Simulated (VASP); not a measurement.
# Re (P6_3/mmc) in VASP: notebook

The runs below take Re through single point, with PBE.

Program: VASP 6.6.1. These are calculated values, not measurements. Logs are shortened: lines on timing, memory, paths and dates and some standing lists are left out, and cuts for length are marked.

## 1. The cell of the first run

Symmetry: P6_3/mmc, No. 194, hexagonal system. The conventional cell has a = 2.775 Å, b = 2.775 Å, c = 4.484 Å, α = 90.00°, β = 90.00°, γ = 120.00°. Within 3.6 Å of Re (site symmetry -6m2) lie 12 Re at 2.76 to 2.77 Å.

## 2. Single point, PBE

INCAR reads:

```
  PREC = Accurate
  ENCUT = 520
  EDIFF = 1E-7
  ISMEAR = 0
  SIGMA = 0.1
  LREAL = False
  LASPH = True
  NELM = 60
  ALGO = Normal
  ISIF = 2
  LWAVE = False
  LCHARG = False
  GGA = PE
  NBANDS = 14
```

KPOINTS reads:

```
regular mesh
0
Gamma
  18 18 10
```

POSCAR reads:

```
Re
1.0
    2.7748870727      0.0000000000      0.0000000000
   -1.3874435363      2.4031226976      0.0000000000
    0.0000000000      0.0000000000      4.4841279632
Re
2
Direct
    0.3333333333      0.6666666667      0.2500000000
    0.6666666667      0.3333333333      0.7500000000
```

Potentials or basis: VASP PAW PBE potentials, release 64 (Re).

The run is started by

```sh
$ cat potpaw_PBE.64/Re/POTCAR > POTCAR
$ mpirun -np 1 vasp_std > vasp.out
```

OUTCAR:

```text
PREC = Accurate
   ENCUT = 520
   EDIFF = 1E-7
   ISMEAR = 0
   LREAL = False
   LASPH = True
   NELM = 60
   ISIF = 2
   GGA = PE

 ion  position               nearest neighbor table
   1  0.333  0.667  0.250-   2 2.76   2 2.76   2 2.76   2 2.76   2 2.76   2 2.76
   2  0.667  0.333  0.750-   1 2.76   1 2.76   1 2.76   1 2.76   1 2.76   1 2.76

  LATTYP: Found a hexagonal cell.
 ALAT       =     2.7748870727
 C/A-ratio  =     1.6159677298

  Lattice vectors:

 A1 = (   2.7748870727,   0.0000000000,   0.0000000000)
 A2 = (  -1.3874435363,   2.4031226976,   0.0000000000)
 A3 = (   0.0000000000,   0.0000000000,   4.4841279632)

Analysis of symmetry for initial positions (statically):
=====================================================================
 Subroutine PRICEL returns:
 Original cell was already a primitive cell.

 Routine SETGRP: Setting up the symmetry group for a
 hexagonal supercell.

 Subroutine GETGRP returns: Found 24 space group operations
 (whereof 12 operations were pure point group operations)
 out of a pool of 24 trial point group operations.

The static configuration has the point symmetry D_3d.
 The point group associated with its full space group is D_6h.

Analysis of symmetry for dynamics (positions and initial velocities):
=====================================================================
 Subroutine PRICEL returns:
 Original cell was already a primitive cell.

 Routine SETGRP: Setting up the symmetry group for a
 hexagonal supercell.

 Subroutine GETGRP returns: Found 24 space group operations
 (whereof 12 operations were pure point group operations)
 out of a pool of 24 trial point group operations.

The dynamic configuration has the point symmetry D_3d.
 The point group associated with its full space group is D_6h.

 Subroutine INISYM returns: Found 24 space group operations
 (whereof 12 operations are pure point group operations),
 and found     1 'primitive' translations

----------------------------------------------------------------------------------------

                                     Primitive cell

  volume of cell :      29.9019

  direct lattice vectors                    reciprocal lattice vectors
     2.774887073  0.000000000  0.000000000     0.360375026  0.208062618  0.000000000
    -1.387443536  2.403122698  0.000000000     0.000000000  0.416125236  0.000000000
     0.000000000  0.000000000  4.484127963     0.000000000  0.000000000  0.223008801

  length of vectors
     2.774887073  2.774887073  4.484127963     0.416125236  0.416125236  0.223008801

  position of ions in fractional coordinates (direct lattice)
     0.333333333  0.666666667  0.250000000
     0.666666667  0.333333333  0.750000000

  ion indices of the primitive-cell ions
   primitive index   ion index
                 1           1
                 2           2

----------------------------------------------------------------------------------------

 KPOINTS: regular mesh

Automatic generation of k-mesh.
 Grid dimensions read from file:
 generate k-points for:   18   18   10

 Generating k-lattice:

  Cartesian coordinates                     Fractional coordinates (reciprocal lattice)
     0.020020835  0.011559034  0.000000000     0.055555556  0.000000000  0.000000000
     0.000000000  0.023118069  0.000000000     0.000000000  0.055555556  0.000000000
     0.000000000  0.000000000  0.022300880     0.000000000  0.000000000  0.100000000

  Length of vectors
     0.023118069  0.023118069  0.022300880

  Shift w.r.t. Gamma in fractional coordinates (k-lattice)
     0.000000000  0.000000000  0.000000000

 Subroutine IBZKPT returns following result:
 ===========================================

 Found    222 irreducible k-points:

 Following reciprocal coordinates:
            Coordinates               Weight
  0.000000  0.000000  0.000000      1.000000
  0.055556  0.000000  0.000000      6.000000
  0.111111  0.000000  0.000000      6.000000
  0.166667  0.000000  0.000000      6.000000
  0.222222  0.000000  0.000000      6.000000
  0.277778 -0.000000  0.000000      6.000000
[... 16 lines left out ...]
  0.333333  0.111111  0.000000     12.000000
  0.388889  0.111111  0.000000     12.000000
 [... further k-points ...]
   k-points           NKPTS =    222   k-points in BZ     NKDIM =    222   number of bands    NBANDS=     14
   number of dos      NEDOS =    301   number of ions     NIONS =      2
   total plane-waves  NPLWV =  20736
   dimension x,y,z NGX =    24 NGY =   24 NGZ =   36
   dimension x,y,z NGXF=    48 NGYF=   48 NGZF=   72
   ions per type =               2
   NGX,Y,Z   is equivalent  to a cutoff of  14.38, 14.38, 13.35 a.u.
   NGXF,Y,Z  is equivalent  to a cutoff of  28.76, 28.76, 26.69 a.u.
 SYSTEM =  unknown system
   PREC   = accura    normal or accurate (medium, high low for compatibility)
   ISTART =      0    job   : 0-new  1-cont  2-samecut
   ICHARG =      2    charge: 1-file 2-atom 10-const
   ISPIN  =      1    spin polarized calculation?
   LNONCOLLINEAR =      F non collinear calculations
   LSORBIT =      F    spin-orbit coupling
   LASPH  =      T    aspherical Exc in radial PAW
   ENCUT  =  520.0 eV  38.22 Ry    6.18 a.u.   5.16  5.16  8.34*2*pi/ulx,y,z
   NELM   =     60;   NELMIN=  2; NELMDL= -5     # of ELM steps
   EDIFF  = 0.1E-06   stopping-criterion for ELM
   LREAL  =      F    real-space projection
   EDIFFG = 0.1E-05   stopping-criterion for IOM
   NSW    =      0    number of steps for IOM
   IBRION =     -1    ionic relax: 0-MD 1-quasi-New 2-CG
   NFREE  =      0    steps in history (QN), initial steepest desc. (CG)
   ISIF   =      2    stress and relaxation
   ISYM   =      2    0-nonsym 1-usesym 2-fastsym
   POTIM  = 0.5000    time-step for ionic-motion
   TEBEG  =    0.0;   TEEND  =   0.0 temperature during run
   PSTRESS=    0.0 pullay stress
   NELECT =      14.0000    total number of electrons
   NUPDOWN=      -1.0000    fix difference up-down
   EMIN   =  10.00;   EMAX   =-10.00  energy-range for DOS
   EFERMI =   0.00;   METHOD = LEGACY
   ISMEAR =     0;   SIGMA  =   0.10  broadening in eV -4-tet -1-fermi 0-gaus
   EFERMI_NEDOS =   21; number of points for ismear=-14 and -15
   IALGO  =     38    algorithm
   IMIX   =      4    mixing-type and parameters
     AMIX     =   0.40;   BMIX     =  1.00
     AMIX_MAG =   1.60;   BMIX_MAG =  1.00
  volume/ion in A,a.u.               =      14.95       100.89
  Fermi-wavevector in a.u.,A,eV,Ry     =   1.271211  2.402241 21.986719  1.615978
  Thomas-Fermi vector in A             =   2.404157
   LORBIT       =      0    0 simple, 1 ext, 2 COOP (PROOUT), +10 PAW based schemes
   GGA     = PE    functional components
   LHFCALC =     F    Hartree Fock is set to
   AEXX    =    0.0000 exact exchange contribution
   IVDW    =     0    specifies the selected vdW correction
   LEPSILON=     F    determine dielectric tensor
   LRPA    =     F    only Hartree local field effects (RPA)
 non-spin polarized calculation
 Gauss-broadening in eV      SIGMA  =   0.10
  energy-cutoff  :      520.00
  volume of cell :       29.90
 maximum number of plane-waves:       817
 NGX is ok and might be reduce to    24
   NGX = 11   NGY = 11   NGZ = 17

 number of electron      14.0000000 magnetization

 Free energy of the ion-electron system (eV)
  ---------------------------------------------------
  ext. energy  EPLUGINS =         0.00000000
  ---------------------------------------------------
  free energy    TOTEN  =       -24.85450458 eV

  energy without entropy =      -24.84611555  energy(sigma->0) =      -24.85031006

 E-fermi :   7.6736     XC(G=0): -13.6426

 val. band max:        7.6683673685   @ k =   0.1667   0.0556   0.1000
 cond. band min:       7.6807994471   @ k =   0.3333   0.1667   0.4000
 fundamental gap:      0.0124320786
 Fermi energy:         7.6736408753

 k-point     1 :       0.0000    0.0000    0.0000
  band No.  band energies     occupation
      1      -2.0670      2.00000
      2       1.1818      2.00000
      3       6.1411      2.00000
      4       6.1524      2.00000
      5       6.1524      2.00000
      6       6.9653      2.00000
      7       6.9653      2.00000
      8       7.8805      0.00344
      9       7.8805      0.00344
     10       8.2667      0.00000
     11      10.9781      0.00000
     12      10.9781      0.00000
     13      17.4852      0.00000
     14      21.8190      0.00000

 k-point     2 :       0.0556    0.0000    0.0000
  band No.  band energies     occupation
      1      -1.9424      2.00000
      2       1.2994      2.00000
      3       5.7904      2.00000
      4       6.2658      2.00000
      5       6.4615      2.00000
      6       6.8756      2.00000
      7       7.0725      2.00000
      8       7.6185      1.56445
      9       7.7838      0.11914
     10       7.9631      0.00004
     11      11.0432      0.00000
     12      11.5514      0.00000
     13      17.4781      0.00000
     14      22.0956      0.00000

 k-point     3 :       0.1111    0.0000    0.0000
  band No.  band energies     occupation
      1      -1.5789      2.00000
      2       1.6304      2.00000
      3       5.3737      2.00000
      4       6.5794      2.00000
      5       6.6026      2.00000
      6       6.7135      2.00000
      7       6.8605      2.00000
      8       7.3897      1.99994
      9       7.5297      1.95822
     10       7.7354      0.38208
     11      11.2058      0.00000
     12      12.7192      0.00000
     13      17.4308      0.00000
     14      22.8564      0.00000
[... 324 lines left out ...]
 k-point    23 :       0.3333    0.1111    0.0000
  band No.  band energies     occupation
      1       1.9752      2.00000
      2       2.5126      2.00000
      3       2.9347      2.00000
      4       5.0173      2.00000
      5       5.6829      2.00000
      6       6.5571      2.00000
      7       6.7393      2.00000
      8       9.9064      0.00000
      9      10.9341      0.00000
     10      11.6537      0.00000
     11      12.2201      0.00000
     12      17.0561      0.00000
     13      17.6424      0.00000
     14      19.6437      0.00000

 k-point    24 :       0.3889    0.1111    0.0000
  band No.  band energies     occupation
      1       2.2025      2.00000
      2       2.3463      2.00000
      3       2.6738      2.00000
      4       5.4214      2.00000
      5       5.6567      2.00000
      6       6.3319      2.00000
      7       7.0683      2.00000
      8      10.8155      0.00000
      9      11.4023      0.00000
     10      11.6725      0.00000
     11      13.1941      0.00000
     12      15.9267      0.00000
     13      17.6941      0.00000
     14      18.8020      0.00000

 [... further k-points ...]
[... 5 lines left out ...]
  --------------------------------------------------------------------------------------
  -------------------------------------------------------------------------------------
  Total       -0.0931921     -0.0931921     -0.1210267     -0.0000000     -0.0000000      0.0000000
  in kB       -4.9933308     -4.9933308     -6.4847403     -0.0000000     -0.0000000      0.0000000
  external PRESSURE =      -5.4904673 kB  Pullay stress =       0.0000000 kB

 VOLUME and BASIS-vectors are now :
 -----------------------------------------------------------------------------
  energy-cutoff  :      520.00
  volume of cell :       29.90
      direct lattice vectors                 reciprocal lattice vectors
     2.774887073  0.000000000  0.000000000     0.360375026  0.208062618  0.000000000
    -1.387443536  2.403122698  0.000000000     0.000000000  0.416125236  0.000000000
     0.000000000  0.000000000  4.484127963     0.000000000  0.000000000  0.223008801

 POSITION                                       TOTAL-FORCE (eV/Angst)
 -----------------------------------------------------------------------------------
     -0.00000      1.60208      1.12103         0.000000     -0.000000      0.000000
      1.38744      0.80104      3.36310        -0.000000      0.000000      0.000000
 -----------------------------------------------------------------------------------
    total drift:                               -0.000000      0.000000     -0.000000

  FREE ENERGIE OF THE ION-ELECTRON SYSTEM (eV)
  ---------------------------------------------------
  free  energy   TOTEN  =       -24.8545045805 eV

  energy  without entropy=      -24.8461155491  energy(sigma->0) =      -24.85031006
```

It took 66 s on 1 thread of AMD EPYC 9R45 (Zen 5), shared host; peak memory 0.19 GiB.

What came out:

| Item | Value |
| --- | --- |
| Free energy | -24.8545 eV |
| Pressure | -0.5 GPa |
| Band gap on the k mesh | zero (band 7 reaches 9.10 eV, above the bottom of band 8 at 6.03 eV) |

Levels at points of the mesh, in eV from the Fermi level:
```tsv
k point	band 4	band 5	band 6	band 7	band 8	band 9	band 10	band 11
(0.00, 0.00, 0.00)	-1.52	-1.52	-0.71	-0.71	0.21	0.21	0.59	3.30
(0.50, 0.00, 0.00)	-1.87	-1.71	-1.34	-0.58	3.89	4.27	4.41	5.93
(0.00, 0.00, 0.50)	-2.32	-1.65	-1.65	-1.65	-1.65	2.50	2.50	2.50
(0.50, 0.00, 0.50)	-3.98	0.41	0.41	0.91	0.91	4.19	4.19	4.68
```

Caveat: spin-orbit coupling is left out, which moves the levels of the heavy elements.

## 3. Single point, PBE

This run uses another cell than the first one, of 14.71 Å³/atom, 0.984 times its volume.

INCAR reads:

```
ALGO = Normal
EDIFF = 1E-6
ENCUT = 600
GGA = PE
GGA_COMPAT = False
ISIF = 2
ISMEAR = 0
LASPH = True
LCHARG = False
LREAL = False
LWAVE = False
NBANDS = 14
NELM = 120
PREC = Accurate
SIGMA = 0.1
```

KPOINTS reads:

```
k-points
0
Gamma
  6 6 4
```

POSCAR reads:

```
Re
1.0
    2.7608000000      0.0000000000      0.0000000000
   -1.3804000000      2.3909229348      0.0000000000
    0.0000000000      0.0000000000      4.4582000000
Re
2
Direct
    0.3333333333      0.6666666667      0.2500000000
    0.6666666667      0.3333333333      0.7500000000
```

Potentials or basis: VASP PAW PBE potentials, release 64 (Re).

The run is started by

```sh
$ cat potpaw_PBE.64/Re/POTCAR > POTCAR
$ mpirun -np 1 vasp_std > vasp.out
```

Wall time 24 s (1 thread of Intel Xeon 8259CL, shared host); peak memory 0.15 GiB.

The run converged. Its results:

```
Free energy            : -24.8608 eV
Pressure               : 6.1 GPa
Band gap on the k mesh : zero (band 7 reaches 8.97 eV, above the bottom of band 8 at 6.18 eV)
```

Stress tensor (GPa, compression positive):
```
5.64 0.00 0.00
0.00 5.64 0.00
0.00 0.00 7.15
```

Levels at points of the mesh, in eV from the Fermi level:
| k point | band 4 | band 5 | band 6 | band 7 | band 8 | band 9 | band 10 | band 11 |
| --- | --- | --- | --- | --- | --- | --- | --- | --- |
| (0.00, 0.00, 0.00) | -1.54 | -1.54 | -0.71 | -0.71 | 0.22 | 0.22 | 0.65 | 3.39 |
| (0.50, 0.00, 0.00) | -1.91 | -1.70 | -1.34 | -0.57 | 4.00 | 4.40 | 4.53 | 6.09 |
| (0.00, 0.00, 0.50) | -2.35 | -1.67 | -1.67 | -1.67 | -1.67 | 2.58 | 2.58 | 2.58 |
| (0.50, 0.00, 0.50) | -4.06 | 0.42 | 0.42 | 0.96 | 0.96 | 4.31 | 4.31 | 4.81 |

Caveat: the k points lie up to 0.44 Å⁻¹ apart; spin-orbit coupling is left out, which moves the levels of the heavy elements.
